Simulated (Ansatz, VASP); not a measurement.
# One calculation of BAs, two programs

File POSCAR:

```
BAs
1.0
    2.9570103300      0.0000000000      0.0000000000
    0.0000000000      2.9570103300      0.0000000000
    0.0000000000      0.0000000000      2.9570103300
B As
1 1
Direct
    0.5000000000      0.5000000000      0.5000000000
    0.0000000000      0.0000000000      0.0000000000
```

File INCAR.step1:

```
ALGO     = Normal         # electronic algorithm
EDIFF    = 1E-5           # SCF threshold, eV
ENCUT    = 520            # plane-wave cutoff, eV
GGA      = PE             # functional
ISIF     = 2              # what is computed and relaxed
ISMEAR   = -1             # smearing method
LASPH    = T              # aspherical terms in the spheres
LCHARG   = F              # write CHGCAR
LREAL    = F              # projectors in reciprocal space
LWAVE    = T              # write WAVECAR
NBANDS   = 11             # bands
NELM     = 80             # most SCF steps
PREC     = Accurate       # precision mode
SIGMA    = 0.05           # smearing width, eV
```

INCAR.step2

```
AEXX     = 0.1            # exact-exchange fraction
ALGO     = Normal         # electronic algorithm
EDIFF    = 1E-6           # SCF threshold, eV
ENCUT    = 520            # plane-wave cutoff, eV
ISIF     = 2              # what is computed and relaxed
ISMEAR   = -1             # smearing method
ISTART   = 1            
LASPH    = T              # aspherical terms in the spheres
LCHARG   = F              # write CHGCAR
LHFCALC  = T              # exact exchange
LMIXTAU  = T            
LREAL    = F              # projectors in reciprocal space
LWAVE    = F              # write WAVECAR
METAGGA  = R2SCAN         # meta-GGA
NBANDS   = 11             # bands
NELM     = 80             # most SCF steps
PREC     = Accurate       # precision mode
PRECFOCK = Normal       
SIGMA    = 0.05           # smearing width, eV
```

File KPOINTS:

```
k-points
0
Gamma
  5 5 5
```

input.yaml

```yaml
crystal:
  lattice:
    - [2.95701033, 0.0, 0.0]
    - [0.0, 2.95701033, 0.0]
    - [0.0, 0.0, 2.95701033]
  atoms:
    - { symbol: B, position: [0.5, 0.5, 0.5] }
    - { symbol: As, position: [0.0, 0.0, 0.0] }
hamiltonian:
  xc: r2scanh
  pseudopotentials: { kind: paw }
kpoints:
  mp_grid: { grid: [5, 5, 5] }
scf:
  occupations: { method: fermi_dirac, width: 0.05 }
output:
  forces: true
  stress: true
  eigenvalues: true
```

Alike in both runs: task single point; functional r2SCANh; k mesh 5 × 5 × 5; occupations fermi-dirac, width 0.05 eV; no spin polarisation.

|  | VASP | Ansatz |
| --- | --- | --- |
| version | VASP 6.6.1 | Ansatz 0.2.0 |
| potentials or method | VASP PAW PBE potentials, release 64 (B, As) | Ansatz PAW |
| plane-wave cutoff (eV) | 520 | 500 |
| valence electrons in the cell | 8 | 18 |

```csv
,VASP,Ansatz,Ansatz less VASP
gap on the k mesh at the Fermi level (eV),none,none,-
pressure (GPa),-7.7,-7.4,+0.27
```

VASP's potentials were made for PBE, not for r2SCANh. A gap of «none» marks a metal or a gap that the smearing closes. VASP's potentials hold 8 valence electrons a cell and Ansatz's 18, so a difference there can come from the potentials and not from the codes.

The k mesh is coarse, so the values compare programs but aren't converged.
